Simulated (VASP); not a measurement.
# NaI (I4/mmm) in VASP: notebook, part 2 of 2

VASP 6.6.1. The steps go on from the part before.

## (4) Single point, PBEsol (strain +0.000 along x and y, +0.030 along z)

The input, INCAR:

```
  PREC = Accurate
  ENCUT = 520
  EDIFF = 1E-6
  ISMEAR = 0
  SIGMA = 0.05
  LREAL = False
  LASPH = True
  NELM = 80
  ALGO = Normal
  ISIF = 2
  LWAVE = False
  LCHARG = False
  GGA = PS
  NBANDS = 14
```

The input, KPOINTS:

```
regular mesh
0
Gamma
  6 6 6
```

The input, POSCAR:

```
NaI
1.0
    0.0000000000      3.2364000000      3.3334920000
    3.2364000000      0.0000000000      3.3334920000
    3.2364000000      3.2364000000      0.0000000000
Na I
1 1
Direct
    0.0000000000      0.0000000000      0.0000000000
    0.5000000000      0.5000000000      0.5000000000
```

Potentials or basis: VASP PAW PBE potentials, release 64 (Na_pv, I).

The run is started by

```console
> cat potpaw_PBE.64/Na_pv/POTCAR potpaw_PBE.64/I/POTCAR > POTCAR
> mpirun -np 1 vasp_std > vasp.out
```

OUTCAR:

```text
PREC = Accurate
   ENCUT = 520
   EDIFF = 1E-6
   ISMEAR = 0
   LREAL = False
   LASPH = True
   NELM = 80
   ISIF = 2
   GGA = PS

 ion  position               nearest neighbor table
   1  0.000  0.000  0.000-
   2  0.500  0.500  0.500-

  LATTYP: Found a body centered tetragonal cell.
 ALAT       =     4.5769607733
 C/A-ratio  =     1.4566399692

  Lattice vectors:

 A1 = (  -3.2364000000,   0.0000000000,   3.3334920000)
 A2 = (   3.2364000000,   0.0000000000,   3.3334920000)
 A3 = (   0.0000000000,   3.2364000000,  -3.3334920000)

Analysis of symmetry for initial positions (statically):
=====================================================================
 Subroutine PRICEL returns:
 Original cell was already a primitive cell.

 Routine SETGRP: Setting up the symmetry group for a
 body centered tetragonal supercell.

 Subroutine GETGRP returns: Found 16 space group operations
 (whereof 16 operations were pure point group operations)
 out of a pool of 16 trial point group operations.

The static configuration has the point symmetry D_4h.

Analysis of symmetry for dynamics (positions and initial velocities):
=====================================================================
 Subroutine PRICEL returns:
 Original cell was already a primitive cell.

 Routine SETGRP: Setting up the symmetry group for a
 body centered tetragonal supercell.

 Subroutine GETGRP returns: Found 16 space group operations
 (whereof 16 operations were pure point group operations)
 out of a pool of 16 trial point group operations.

The dynamic configuration has the point symmetry D_4h.

 Subroutine INISYM returns: Found 16 space group operations
 (whereof 16 operations are pure point group operations),
 and found     1 'primitive' translations

----------------------------------------------------------------------------------------

                                     Primitive cell

  volume of cell :      69.8319

  direct lattice vectors                    reciprocal lattice vectors
     0.000000000  3.236400000  3.333492000    -0.154492646  0.154492646  0.149992860
     3.236400000  0.000000000  3.333492000     0.154492646 -0.154492646  0.149992860
     3.236400000  3.236400000  0.000000000     0.154492646  0.154492646 -0.149992860

  length of vectors
     4.646122456  4.646122456  4.576960773     0.265016629  0.265016629  0.265016629

  position of ions in fractional coordinates (direct lattice)
     0.000000000  0.000000000  0.000000000
     0.500000000  0.500000000  0.500000000

  ion indices of the primitive-cell ions
   primitive index   ion index
                 1           1
                 2           2

----------------------------------------------------------------------------------------

 KPOINTS: regular mesh

Automatic generation of k-mesh.
 Grid dimensions read from file:
 generate k-points for:    6    6    6

 Generating k-lattice:

  Cartesian coordinates                     Fractional coordinates (reciprocal lattice)
[... 22 lines left out ...]
  0.333333  0.166667  0.000000      8.000000
[... 16 lines left out ...]
  0.333333  0.000000  0.333333      4.000000
  0.500000  0.000000  0.333333     16.000000
 [... further k-points ...]
   k-points           NKPTS =     30   k-points in BZ     NKDIM =     30   number of bands    NBANDS=     14
   number of dos      NEDOS =    301   number of ions     NIONS =      2
   total plane-waves  NPLWV =  46656
   dimension x,y,z NGX =    36 NGY =   36 NGZ =   36
   dimension x,y,z NGXF=    72 NGYF=   72 NGZF=   72
   ions per type =               1   1
   NGX,Y,Z   is equivalent  to a cutoff of  12.88, 12.88, 13.08 a.u.
   NGXF,Y,Z  is equivalent  to a cutoff of  25.76, 25.76, 26.15 a.u.
 SYSTEM =  unknown system
   PREC   = accura    normal or accurate (medium, high low for compatibility)
   ISTART =      0    job   : 0-new  1-cont  2-samecut
   ICHARG =      2    charge: 1-file 2-atom 10-const
   ISPIN  =      1    spin polarized calculation?
   LNONCOLLINEAR =      F non collinear calculations
   LSORBIT =      F    spin-orbit coupling
   LASPH  =      T    aspherical Exc in radial PAW
   ENCUT  =  520.0 eV  38.22 Ry    6.18 a.u.   8.64  8.64  8.51*2*pi/ulx,y,z
   NELM   =     80;   NELMIN=  2; NELMDL= -5     # of ELM steps
   EDIFF  = 0.1E-05   stopping-criterion for ELM
   LREAL  =      F    real-space projection
   EDIFFG = 0.1E-04   stopping-criterion for IOM
   NSW    =      0    number of steps for IOM
   IBRION =     -1    ionic relax: 0-MD 1-quasi-New 2-CG
   NFREE  =      0    steps in history (QN), initial steepest desc. (CG)
   ISIF   =      2    stress and relaxation
   ISYM   =      2    0-nonsym 1-usesym 2-fastsym
   POTIM  = 0.5000    time-step for ionic-motion
   TEBEG  =    0.0;   TEEND  =   0.0 temperature during run
   PSTRESS=    0.0 pullay stress
   NELECT =      14.0000    total number of electrons
   NUPDOWN=      -1.0000    fix difference up-down
   EMIN   =  10.00;   EMAX   =-10.00  energy-range for DOS
   EFERMI =   0.00;   METHOD = LEGACY
   ISMEAR =     0;   SIGMA  =   0.05  broadening in eV -4-tet -1-fermi 0-gaus
   EFERMI_NEDOS =   21; number of points for ismear=-14 and -15
   IALGO  =     38    algorithm
   IMIX   =      4    mixing-type and parameters
     AMIX     =   0.40;   BMIX     =  1.00
     AMIX_MAG =   1.60;   BMIX_MAG =  1.00
  volume/ion in A,a.u.               =      34.92       235.62
  Fermi-wavevector in a.u.,A,eV,Ry     =   0.958149  1.810638 12.490814  0.918049
  Thomas-Fermi vector in A             =   2.087230
   LORBIT       =      0    0 simple, 1 ext, 2 COOP (PROOUT), +10 PAW based schemes
   GGA     = PS    functional components
   LHFCALC =     F    Hartree Fock is set to
   AEXX    =    0.0000 exact exchange contribution
   IVDW    =     0    specifies the selected vdW correction
   LEPSILON=     F    determine dielectric tensor
   LRPA    =     F    only Hartree local field effects (RPA)
 non-spin polarized calculation
 Gauss-broadening in eV      SIGMA  =   0.05
  energy-cutoff  :      520.00
  volume of cell :       69.83
 maximum number of plane-waves:      1911
 NGX is ok and might be reduce to    36
   NGX = 17   NGY = 17   NGZ = 17

 number of electron      13.9999993 magnetization

 Free energy of the ion-electron system (eV)
  ---------------------------------------------------
  ext. energy  EPLUGINS =         0.00000000
  ---------------------------------------------------
  free energy    TOTEN  =        -5.65564334 eV

  energy without entropy =       -5.65564334  energy(sigma->0) =       -5.65564334

 E-fermi :   0.7952     XC(G=0):  -7.7236

 val. band max:        0.5382161025   @ k =   0.0000   0.0000   0.0000
 cond. band min:       3.9531648650   @ k =   0.0000   0.0000   0.0000
 fundamental gap:      3.4149487625
 Fermi energy:         0.7951757962

 k-point     1 :       0.0000    0.0000    0.0000
  band No.  band energies     occupation
      1     -21.7647      2.00000
      2     -21.7622      2.00000
      3     -21.7622      2.00000
      4     -10.4670      2.00000
      5       0.5051      2.00000
      6       0.5051      2.00000
      7       0.5382      2.00000
      8       3.9532      0.00000
      9       8.2378      0.00000
     10       8.4293      0.00000
     11       8.4293      0.00000
     12      10.0163      0.00000
     13      10.3467      0.00000
     14      10.7360      0.00000
[... 377 lines left out ...]
      1     -21.7664      2.00000
      2     -21.7654      2.00000
      3     -21.7639      2.00000
      4     -10.1182      2.00000
      5      -1.2069      2.00000
      6      -0.4253      2.00000
      7      -0.1110      2.00000
      8       5.4571      0.00000
      9       6.5550      0.00000
     10       8.8724      0.00000
     11       9.8709      0.00000
     12      11.0451      0.00000
     13      12.8286      0.00000
     14      13.3783      0.00000

 [... further k-points ...]

------------------------ aborting loop because EDIFF is reached ----------------------------------------

  FORCE on cell =-STRESS in cart. coord.  units (eV):
  Direction    XX          YY          ZZ          XY          YZ          ZX
  --------------------------------------------------------------------------------------
  -------------------------------------------------------------------------------------
  Total       -0.2888125     -0.2888125     -0.5296701      0.0000000      0.0000000      0.0000000
  in kB       -6.6263255     -6.6263255    -12.1524056      0.0000000      0.0000000      0.0000000
  external PRESSURE =      -8.4683522 kB  Pullay stress =       0.0000000 kB

 VOLUME and BASIS-vectors are now :
 -----------------------------------------------------------------------------
  energy-cutoff  :      520.00
  volume of cell :       69.83
      direct lattice vectors                 reciprocal lattice vectors
     0.000000000  3.236400000  3.333492000    -0.154492646  0.154492646  0.149992860
     3.236400000  0.000000000  3.333492000     0.154492646 -0.154492646  0.149992860
     3.236400000  3.236400000  0.000000000     0.154492646  0.154492646 -0.149992860

 POSITION                                       TOTAL-FORCE (eV/Angst)
 -----------------------------------------------------------------------------------
      0.00000      0.00000      0.00000        -0.000000      0.000000      0.000000
      3.23640      3.23640      3.33349         0.000000     -0.000000      0.000000
 -----------------------------------------------------------------------------------
    total drift:                                0.000000      0.000000      0.000000

  FREE ENERGIE OF THE ION-ELECTRON SYSTEM (eV)
  ---------------------------------------------------
  free  energy   TOTEN  =        -5.6556433359 eV

  energy  without entropy=       -5.6556433359  energy(sigma->0) =       -5.65564334
```

Wall time 37 s (1 thread of Intel Xeon 8259CL, shared host); peak memory 0.21 GiB.

What came out:

```
Free energy            : -5.6556 eV
Pressure               : -0.8 GPa
Band gap on the k mesh : 3.42 eV
```

Stress tensor (GPa, compression positive):
```
-0.66  0.00  0.00
 0.00 -0.66  0.00
 0.00  0.00 -1.22
```

Levels at points of the mesh, in eV from the valence-band top:
```csv
k point,band 5,band 6,band 7,band 8,band 9,band 10
"(0.00, 0.00, 0.00)",-0.03,-0.03,0.00,3.42,7.70,7.89
"(0.50, 0.00, 0.00)",-2.13,-0.31,-0.27,4.92,7.23,7.44
"(0.50, 0.50, 0.00)",-1.87,-0.69,-0.69,4.42,5.50,9.37
"(0.50, 0.00, 0.50)",-1.86,-0.82,-0.70,4.39,5.43,9.58
```

Caveat: the cell differs from its parent crystal (strain +0.000 along x and y, +0.030 along z); the PAW data sets were made with another functional, which shifts forces and pressure a little; spin-orbit coupling is left out, which moves the levels of the heavy elements.

## (5) Single point, PBEsol (strain +0.000 along x and y, +0.015 along z)

The input, INCAR:

```
  ALGO = Normal
  EDIFF = 1E-7
  ENCUT = 520
  GGA = PS
  ISIF = 2
  ISMEAR = 0
  LASPH = True
  LCHARG = False
  LREAL = False
  LWAVE = False
  NBANDS = 14
  NELM = 60
  PREC = Accurate
  SIGMA = 0.05
```

The input, KPOINTS:

```
k-points
0
Gamma
  6 6 6
```

The input, POSCAR:

```
NaI
1.0
    0.0000000000      3.2364000000      3.2849460000
    3.2364000000      0.0000000000      3.2849460000
    3.2364000000      3.2364000000      0.0000000000
Na I
1 1
Direct
    0.0000000000      0.0000000000      0.0000000000
    0.5000000000      0.5000000000      0.5000000000
```

The run is started by

```console
> cat potpaw_PBE.64/Na_pv/POTCAR potpaw_PBE.64/I/POTCAR > POTCAR
> mpirun -np 1 vasp_std > vasp.out
```

It took 42 s on 1 thread of Intel Xeon 8259CL, shared host; peak memory 0.21 GiB.

Results (log left out):

```
Free energy            : -5.6623 eV
Pressure               : -0.7 GPa
Band gap on the k mesh : 3.46 eV
```

Stress tensor (GPa, compression positive):
```
-0.58  0.00  0.00
 0.00 -0.58  0.00
 0.00  0.00 -0.89
```

Levels at points of the mesh, in eV from the valence-band top:
| k point | band 5 | band 6 | band 7 | band 8 | band 9 | band 10 |
| --- | --- | --- | --- | --- | --- | --- |
| (0.00, 0.00, 0.00) | -0.02 | -0.02 | 0.00 | 3.46 | 7.77 | 7.87 |
| (0.50, 0.00, 0.00) | -2.18 | -0.30 | -0.28 | 4.93 | 7.29 | 7.41 |
| (0.50, 0.50, 0.00) | -1.90 | -0.73 | -0.73 | 4.43 | 5.46 | 9.54 |
| (0.50, 0.00, 0.50) | -1.90 | -0.79 | -0.73 | 4.41 | 5.43 | 9.64 |

Caveat: the cell differs from its parent crystal (strain +0.000 along x and y, +0.015 along z); the PAW data sets were made with another functional, which shifts forces and pressure a little; spin-orbit coupling is left out, which moves the levels of the heavy elements.

## (6) Summary

```csv
cell,gap on the mesh (eV),pressure (GPa)
"a = 4.577, b = 4.577, c = 4.508 Å, angles 60.5, 60.5, 59.0°, 2 atoms",3.53,-0.2
"a = 4.612, b = 4.612, c = 4.508 Å, angles 60.7, 60.7, 58.5°, 2 atoms",3.48,-0.4
"a = 4.646, b = 4.646, c = 4.577 Å, angles 60.5, 60.5, 59.0°, 2 atoms",3.42,-0.8
"a = 4.611, b = 4.611, c = 4.577 Å, angles 60.2, 60.2, 59.5°, 2 atoms",3.46,-0.7
```

Alike in all rows: task single point; level PBEsol; potentials or basis VASP PAW PBE potentials, release 64 (Na_pv, I); no spin polarisation; k mesh 6 × 6 × 6; cutoff (eV) 520; smearing gaussian 0.05 eV.

Caveats: the PAW data sets were made with another functional, which shifts forces and pressure a little; spin-orbit coupling is left out, which moves the levels of the heavy elements.

Total energies depend on the potentials used, so only differences within one code and one set of settings carry meaning.
